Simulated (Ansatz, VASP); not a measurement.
Two plane-wave programs on BN

```
B N
1.0
     2.50399    0.00000    0.00000
    -1.25200    2.16852    0.00000
     0.00000    0.00000    6.66120
B N
2 2
Cartesian
  0.0000 1.4457 1.6653
  1.2520 0.7228 4.9959
  0.2165 1.5707 4.9959
  1.4685 0.8478 1.6653
```

Change from the starting cell: all N atoms moved -0.250 Å, as atom 3 towards its neighbour atom 2 (B) at 1.446 Å.

Alike in both runs: task single point; functional r2SCAN; k mesh 12 × 12 × 4; occupations gaussian, width 0.05 eV; no spin polarisation.

|  | VASP | Ansatz |
| --- | --- | --- |
| version | VASP 6.6.1 | Ansatz 0.2.0 |
| potentials or method | VASP PAW PBE potentials, release 64 (B, N), cutoff 520 eV | scalar-relativistic, plane waves, PAW |
| valence electrons in the cell | 16 | 16 |

Ansatz gave:

```
gap on the k mesh at the Fermi level (eV)                     : 2.79
least direct gap on the mesh (eV)                             : 4.16
pressure (GPa)                                                : 24.0
traceless stress, the component that is largest in VASP (GPa) : -23.27
rms of the force components (eV/Å)                            : 7.096
```

Q: What did VASP give for the same quantities?

A: gap on the k mesh at the Fermi level (eV): 2.82; least direct gap on the mesh (eV): 4.16; pressure (GPa): 24.1; traceless stress, the component that is largest in VASP (GPa): -23.77; rms of the force components (eV/Å): 7.098.

VASP's potentials were made for PBE, not for r2SCAN. Atom by atom the forces differ by 0.029 eV/Å (rms over components).
